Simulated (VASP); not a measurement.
The system is MgSnO4.

```
Mg Sn O
1.0
     3.62341    0.00000    0.00000
    -1.81170    3.13796    0.00000
     0.00000    0.00000    6.00354
Mg Sn O
1 1 4
Direct
  0.00000 0.00000 0.50000
  0.00000 0.00000 0.00000
  0.66667 0.33333 0.26356
  0.33333 0.66667 0.73644
  0.33333 0.66667 0.26356
  0.66667 0.33333 0.73644
```

The cell was generated, and may not be a known phase.

- Program: VASP 6.6.1
- Task: relaxation of cell and atoms
- Functional: PBE
- Potentials or basis: VASP PAW PBE potentials, release 64 (Mg, Sn_d, O)
- Cutoff: 600 eV
- k mesh: 12 × 12 × 6
- Occupations: gaussian, width 0.1 eV
- Spin: no spin polarisation

At the start: pressure -1.2 GPa; volume 11.38 Å³/atom.

Problem. Where does the relaxation end?

Solution. Over 6 steps the energy falls by 3.5 meV/atom and the volume is 11.16 Å³/atom (-1.9 %); space group P6/mmm (No. 191, to 0.1 Å) before and after.

Step by step:
```
step  energy change (eV)  largest force (eV/Å)  pressure (GPa)  volume (Å³)
   1              0.0000                0.1267           -1.21        68.26
   2             -0.0108                0.1290           -0.23        67.41
   3             -0.0142                0.1251            0.77        66.65
   4             -0.0187                0.0841            0.13        66.87
   5             -0.0192                0.0639           -0.18        66.98
   6             -0.0213                0.0009            0.03        66.94
```

Final structure:
```cif
data_structure
_symmetry_space_group_name_H-M 'P 1'
_symmetry_Int_Tables_number 1
_cell_length_a 3.6227
_cell_length_b 3.6227
_cell_length_c 5.8897
_cell_angle_alpha 90.000
_cell_angle_beta 90.000
_cell_angle_gamma 120.000
_cell_volume 66.94
loop_
_atom_site_label
_atom_site_type_symbol
_atom_site_fract_x
_atom_site_fract_y
_atom_site_fract_z
_atom_site_occupancy
Mg1 Mg 0.00000 0.00000 0.50000 1
Sn1 Sn 0.00000 0.00000 0.00000 1
O1 O 0.66667 0.33333 0.25747 1
O2 O 0.33333 0.66667 0.74253 1
O3 O 0.33333 0.66667 0.25747 1
O4 O 0.66667 0.33333 0.74253 1
```
